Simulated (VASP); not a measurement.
# SnS in VASP: single point with PBEsol

Aim: the single point of SnS with PBEsol.

Program: VASP 6.6.1. These are calculated values, not measurements. Logs are shortened: lines on timing, memory, paths and dates and some standing lists are left out, and cuts for length are marked.

### Step 1. The cell of the first run

The cell holds a slab with vacuum, 16 atoms: a = 3.984 Å, b = 11.877 Å, c = 21.952 Å, α = 90.00°, β = 90.00°, γ = 90.00°.

### Step 2. Single point, PBEsol

Contents of INCAR:

```
SYSTEM = SnS
PREC     = Accurate       ! precision mode
ENCUT    = 400            ! plane-wave cutoff, eV
EDIFF    = 1E-6           ! SCF threshold, eV
ISMEAR   = 0              ! smearing method
SIGMA    = 0.05           ! smearing width, eV
LREAL    = .FALSE.        ! projectors in reciprocal space
LASPH    = .TRUE.         ! aspherical terms in the spheres
NELM     = 120            ! most SCF steps
ALGO     = Normal         ! electronic algorithm
ISIF     = 2              ! what is computed and relaxed
LWAVE    = .FALSE.        ! write WAVECAR
LCHARG   = .FALSE.        ! write CHGCAR
LDIPOL   = .TRUE.       
IDIPOL   = 3            
DIPOL    = 0.5 0.5 0.500
GGA      = PS             ! functional
NBANDS   = 94             ! bands
GGA_COMPAT= .FALSE.      
NELMDL   = -8
```

Contents of KPOINTS:

```
regular mesh
0
G
  7 3 1
  0 0 0
```

Contents of POSCAR:

```
SnS
1.0
    3.9844785166      0.0000000000      0.0000000000
    0.0000000000     11.8767121221      0.0000000000
    0.0000000000      0.0000000000     21.9518213276
S Sn
8 8
Direct
    0.2500000000      0.5678939742      0.3416572998
    0.2500000000      0.0613287985      0.3509731707
    0.7500000000      0.6848204378      0.4689219032
    0.7500000000      0.1782552621      0.4782377742
    0.2500000000      0.4409685924      0.5217622258
    0.2500000000      0.9344034167      0.5310780968
    0.7500000000      0.5578950559      0.6490268293
    0.7500000000      0.0513298802      0.6583427002
    0.2500000000      0.7836759337      0.3686274978
    0.2500000000      0.2555229007      0.4085761658
    0.7500000000      0.4906263356      0.4113189082
    0.7500000000      0.9624733025      0.4512675761
    0.2500000000      0.6567505519      0.5487324239
    0.2500000000      0.1285975189      0.5886810918
    0.7500000000      0.3637009537      0.5914238342
    0.7500000000      0.8355479207      0.6313725022
```

Potentials or basis: VASP PAW PBE potentials, release 64 (S, Sn_d).

Run with:

```sh
> cat potpaw_PBE.64/S/POTCAR potpaw_PBE.64/Sn_d/POTCAR > POTCAR
> mpirun -np 1 vasp_std > vasp.out
```

OUTCAR:

```text
SYSTEM = SnS
   PREC = Accurate
   ENCUT = 400
   EDIFF = 1E-6
   ISMEAR = 0
   LREAL = .FALSE.
   LASPH = .TRUE.
   NELM = 120
   ISIF = 2
   GGA = PS
   NELMDL = -8

 ion  position               nearest neighbor table
   1  0.250  0.568  0.342-   9 2.63  11 2.67  11 2.67
   2  0.250  0.061  0.351-  10 2.63  12 3.19  12 3.19
   3  0.750  0.685  0.469-  11 2.63  13 2.67  13 2.67   9 3.19   9 3.19
   4  0.750  0.178  0.478-  12 2.63  10 2.67  10 2.67  14 3.19  14 3.19
   5  0.250  0.441  0.522-  13 2.63  15 2.67  15 2.67  11 3.19  11 3.19
   6  0.250  0.934  0.531-  14 2.63  12 2.67  12 2.67  16 3.19  16 3.19
   7  0.750  0.558  0.649-  15 2.63  13 3.19  13 3.19
   8  0.750  0.051  0.658-  16 2.63  14 2.67  14 2.67
   9  0.250  0.784  0.369-   1 2.63   3 3.19   3 3.19  12 3.43  12 3.43
  10  0.250  0.256  0.409-   2 2.63   4 2.67   4 2.67  11 3.43  11 3.43
  11  0.750  0.491  0.411-   3 2.63   1 2.67   1 2.67   5 3.19   5 3.19  10 3.43  10 3.43
  12  0.750  0.962  0.451-   4 2.63   6 2.67   6 2.67   2 3.19   2 3.19   9 3.43   9 3.43
  13  0.250  0.657  0.549-   5 2.63   3 2.67   3 2.67   7 3.19   7 3.19  16 3.43  16 3.43
  14  0.250  0.129  0.589-   6 2.63   8 2.67   8 2.67   4 3.19   4 3.19  15 3.43  15 3.43
  15  0.750  0.364  0.591-   7 2.63   5 2.67   5 2.67  14 3.43  14 3.43
  16  0.750  0.836  0.631-   8 2.63   6 3.19   6 3.19  13 3.43  13 3.43

  LATTYP: Found a simple orthorhombic cell.
 ALAT       =     3.9844785166
 B/A-ratio  =     2.9807444243
 C/A-ratio  =     5.5093335894

  Lattice vectors:

 A1 = (   3.9844785166,   0.0000000000,   0.0000000000)
 A2 = (   0.0000000000,  11.8767121221,   0.0000000000)
 A3 = (   0.0000000000,   0.0000000000,  21.9518213276)

Analysis of symmetry for initial positions (statically):
=====================================================================
 Subroutine PRICEL returns:
 Original cell was already a primitive cell.

 Routine SETGRP: Setting up the symmetry group for a
 simple orthorhombic supercell.

 Subroutine GETGRP returns: Found  4 space group operations
 (whereof  1 operations were pure point group operations)
 out of a pool of  8 trial point group operations.

The static configuration has the point symmetry C_1 .
 The point group associated with its full space group is C_2h.

Analysis of symmetry for dynamics (positions and initial velocities):
=====================================================================
 Subroutine PRICEL returns:
 Original cell was already a primitive cell.

 Routine SETGRP: Setting up the symmetry group for a
 simple orthorhombic supercell.

 Subroutine GETGRP returns: Found  4 space group operations
 (whereof  1 operations were pure point group operations)
 out of a pool of  8 trial point group operations.

The dynamic configuration has the point symmetry C_1 .
 The point group associated with its full space group is C_2h.

 Subroutine INISYM returns: Found  4 space group operations
 (whereof  1 operations are pure point group operations),
 and found     1 'primitive' translations

----------------------------------------------------------------------------------------

                                     Primitive cell

  volume of cell :    1038.8152

  direct lattice vectors                    reciprocal lattice vectors
     3.984478517  0.000000000  0.000000000     0.250973872  0.000000000  0.000000000
     0.000000000 11.876712122  0.000000000     0.000000000  0.084198387  0.000000000
     0.000000000  0.000000000 21.951821328     0.000000000  0.000000000  0.045554307

  length of vectors
     3.984478517 11.876712122 21.951821328     0.250973872  0.084198387  0.045554307

  position of ions in fractional coordinates (direct lattice)
     0.250000000  0.567893974  0.341657300
     0.250000000  0.061328798  0.350973171
     0.750000000  0.684820438  0.468921903
     0.750000000  0.178255262  0.478237774
     0.250000000  0.440968592  0.521762226
     0.250000000  0.934403417  0.531078097
[... 8 lines left out ...]
     0.750000000  0.363700954  0.591423834
     0.750000000  0.835547921  0.631372502

  ion indices of the primitive-cell ions
   primitive index   ion index
                 1           1
                 2           2
                 3           3
                 4           4
                 5           5
                 6           6
[... 8 lines left out ...]
                15          15
                16          16

----------------------------------------------------------------------------------------

 KPOINTS: regular mesh

Automatic generation of k-mesh.
 Grid dimensions read from file:
 generate k-points for:    7    3    1

 Generating k-lattice:

  Cartesian coordinates                     Fractional coordinates (reciprocal lattice)
     0.035853410  0.000000000  0.000000000     0.142857143  0.000000000  0.000000000
     0.000000000  0.028066129  0.000000000     0.000000000  0.333333333  0.000000000
     0.000000000  0.000000000  0.045554307     0.000000000  0.000000000  1.000000000

  Length of vectors
     0.035853410  0.028066129  0.045554307

  Shift w.r.t. Gamma in fractional coordinates (k-lattice)
     0.000000000  0.000000000  0.000000000

 Subroutine IBZKPT returns following result:
 ===========================================

 Found      8 irreducible k-points:

 Following reciprocal coordinates:
            Coordinates               Weight
  0.000000  0.000000  0.000000      1.000000
  0.142857  0.000000  0.000000      2.000000
  0.285714  0.000000  0.000000      2.000000
  0.428571  0.000000  0.000000      2.000000
  0.000000  0.333333  0.000000      2.000000
  0.142857  0.333333  0.000000      4.000000
  0.285714  0.333333  0.000000      4.000000
  0.428571  0.333333  0.000000      4.000000
   k-points           NKPTS =      8   k-points in BZ     NKDIM =      8   number of bands    NBANDS=     94
   number of dos      NEDOS =    301   number of ions     NIONS =     16
   total plane-waves  NPLWV = 322560
   dimension x,y,z NGX =    28 NGY =   80 NGZ =  144
   dimension x,y,z NGXF=    56 NGYF=  160 NGZF=  288
   ions per type =               8   8
   NGX,Y,Z   is equivalent  to a cutoff of  11.68, 11.20, 10.91 a.u.
   NGXF,Y,Z  is equivalent  to a cutoff of  23.37, 22.40, 21.81 a.u.
 SYSTEM =  SnS
   PREC   = accura    normal or accurate (medium, high low for compatibility)
   ISTART =      0    job   : 0-new  1-cont  2-samecut
   ICHARG =      2    charge: 1-file 2-atom 10-const
   ISPIN  =      1    spin polarized calculation?
   LNONCOLLINEAR =      F non collinear calculations
   LSORBIT =      F    spin-orbit coupling
   LASPH  =      T    aspherical Exc in radial PAW
   ENCUT  =  400.0 eV  29.40 Ry    5.42 a.u.   6.50 19.37 35.80*2*pi/ulx,y,z
   NELM   =    120;   NELMIN=  2; NELMDL= -8     # of ELM steps
   EDIFF  = 0.1E-05   stopping-criterion for ELM
   LREAL  =      F    real-space projection
   EDIFFG = 0.1E-04   stopping-criterion for IOM
   NSW    =      0    number of steps for IOM
   IBRION =     -1    ionic relax: 0-MD 1-quasi-New 2-CG
   NFREE  =      0    steps in history (QN), initial steepest desc. (CG)
   ISIF   =      2    stress and relaxation
   ISYM   =      2    0-nonsym 1-usesym 2-fastsym
   POTIM  = 0.5000    time-step for ionic-motion
   TEBEG  =    0.0;   TEEND  =   0.0 temperature during run
   PSTRESS=    0.0 pullay stress
   NELECT =     160.0000    total number of electrons
   NUPDOWN=      -1.0000    fix difference up-down
   EMIN   =  10.00;   EMAX   =-10.00  energy-range for DOS
   EFERMI =   0.00;   METHOD = LEGACY
   ISMEAR =     0;   SIGMA  =   0.05  broadening in eV -4-tet -1-fermi 0-gaus
   EFERMI_NEDOS =   21; number of points for ismear=-14 and -15
   IALGO  =     38    algorithm
   IMIX   =      4    mixing-type and parameters
     AMIX     =   0.40;   BMIX     =  1.00
     AMIX_MAG =   1.60;   BMIX_MAG =  1.00
  volume/ion in A,a.u.               =      64.93       438.14
  Fermi-wavevector in a.u.,A,eV,Ry     =   0.877544  1.658317 10.477614  0.770083
  Thomas-Fermi vector in A             =   1.997507
   LORBIT       =      0    0 simple, 1 ext, 2 COOP (PROOUT), +10 PAW based schemes
   GGA     = PS    functional components
   LHFCALC =     F    Hartree Fock is set to
   AEXX    =    0.0000 exact exchange contribution
   IVDW    =     0    specifies the selected vdW correction
   LEPSILON=     F    determine dielectric tensor
   LRPA    =     F    only Hartree local field effects (RPA)
 non-spin polarized calculation
 Gauss-broadening in eV      SIGMA  =   0.05
  energy-cutoff  :      400.00
  volume of cell :     1038.82
 maximum number of plane-waves:     18969
 NGX is ok and might be reduce to    28
   NGX = 13   NGY = 39   NGZ = 71

 dipolmoment           0.000000      0.000000      0.000000 electrons x Angstroem

 number of electron     160.0000065 magnetization

 dipolmoment           0.000000      0.000000     -0.000000 electrons x Angstroem

 Free energy of the ion-electron system (eV)
  ---------------------------------------------------
  ext. energy  EPLUGINS =         0.00000000
  ---------------------------------------------------
  free energy    TOTEN  =       -71.73794544 eV

  energy without entropy =      -71.72395868  energy(sigma->0) =      -71.73095206

 E-fermi :  -1.0648     XC(G=0):  -4.3583

 val. band max:       -1.0710873268   @ k =   0.4286   0.0000   0.0000
 cond. band min:      -1.0304583172   @ k =   0.1429   0.3333   0.0000
 fundamental gap:      0.0406290096
 Fermi energy:        -1.0647745901

 k-point     1 :       0.0000    0.0000    0.0000
  band No.  band energies     occupation
      1     -22.9279      2.00000
      2     -22.9278      2.00000
      3     -22.9113      2.00000
      4     -22.9113      2.00000
      5     -22.8338      2.00000
      6     -22.8338      2.00000
[... 84 lines left out ...]
     91       1.7022      0.00000
     92       2.1124      0.00000

 k-point     2 :       0.1429    0.0000    0.0000
  band No.  band energies     occupation
      1     -22.9248      2.00000
      2     -22.9247      2.00000
      3     -22.9129      2.00000
      4     -22.9129      2.00000
      5     -22.8338      2.00000
      6     -22.8337      2.00000
[... 559 lines left out ...]
     91       2.1254      0.00000
     92       2.3760      0.00000

 k-point     8 :       0.4286    0.3333    0.0000
  band No.  band energies     occupation
      1     -22.9195      2.00000
      2     -22.9195      2.00000
      3     -22.9131      2.00000
      4     -22.9130      2.00000
      5     -22.8335      2.00000
      6     -22.8334      2.00000
[... 84 lines left out ...]
     91       2.2144      0.00000
     92       2.3418      0.00000
 [bands above 92 left out]

------------------------ aborting loop because EDIFF is reached ----------------------------------------

 vacuum level on the upper side and lower side of the slab       (xc-potential included)        -0.100        -0.100

  FORCE on cell =-STRESS in cart. coord.  units (eV):
  Direction    XX          YY          ZZ          XY          YZ          ZX
  --------------------------------------------------------------------------------------
  -------------------------------------------------------------------------------------
  Total       -7.3988539    -13.0992334     -5.2518206      0.0000000      2.1427202      0.0000000
  in kB      -11.4113430    -20.2031079     -8.0999472      0.0000000      3.3047436      0.0000000
  external PRESSURE =     -13.2381327 kB  Pullay stress =       0.0000000 kB

 VOLUME and BASIS-vectors are now :
 -----------------------------------------------------------------------------
  energy-cutoff  :      400.00
  volume of cell :     1038.82
      direct lattice vectors                 reciprocal lattice vectors
     3.984478517  0.000000000  0.000000000     0.250973872  0.000000000  0.000000000
     0.000000000 11.876712122  0.000000000     0.000000000  0.084198387  0.000000000
     0.000000000  0.000000000 21.951821328     0.000000000  0.000000000  0.045554307

 POSITION                                       TOTAL-FORCE (eV/Angst)
 -----------------------------------------------------------------------------------
      0.99612      6.74471      7.50000        -0.000000      0.324446      0.153216
      0.99612      0.72838      7.70450        -0.000000      0.055332      1.132743
      2.98836      8.13342     10.29369        -0.000000      0.366921     -0.571165
      2.98836      2.11709     10.49819        -0.000000      0.182901      0.386077
      0.99612      5.23726     11.45363        -0.000000     -0.182901     -0.386077
      0.99612     11.09764     11.65813        -0.000000     -0.366921      0.571165
[... 8 lines left out ...]
      2.98836      4.31957     12.98283        -0.000000      1.264419      0.333211
      2.98836      9.92356     13.85978        -0.000000      0.461748     -0.443042
 -----------------------------------------------------------------------------------
    total drift:                                0.000000     -0.000036      0.000036

  FREE ENERGIE OF THE ION-ELECTRON SYSTEM (eV)
  ---------------------------------------------------
  free  energy   TOTEN  =       -71.7379454400 eV

  energy  without entropy=      -71.7239586840  energy(sigma->0) =      -71.73095206

 vacuum level on the upper side and lower side of the slab         4.214         4.214
```

Wall time 37 min (1 thread of Intel Xeon 8259CL, shared host); peak memory 0.87 GiB.

Results:

- Free energy: -71.7379 eV
- Largest force: 1.665 eV/Å
- Band gap on the k mesh: zero (bands 80 and 81 overlap by 0.27 eV)

Forces in eV/Å, atoms in the order of the input:
```
S    0.000  0.324  0.153
S    0.000  0.055  1.133
S    0.000  0.367 -0.571
S    0.000  0.183  0.386
S    0.000 -0.183 -0.386
S    0.000 -0.367  0.571
S    0.000 -0.055 -1.133
S    0.000 -0.324 -0.153
Sn   0.000 -0.462  0.443
Sn   0.000 -1.264 -0.333
Sn   0.000  0.175 -0.265
Sn   0.000  0.759 -1.482
Sn   0.000 -0.759  1.482
Sn   0.000 -0.175  0.265
Sn   0.000  1.264  0.333
Sn   0.000  0.462 -0.443
```

Caveat: the PAW data sets were made with another functional, which shifts forces and pressure a little; spin-orbit coupling is left out, which moves the levels of the heavy elements.

The gap in the log of VASP goes by the Fermi energy; the results here count the filled bands.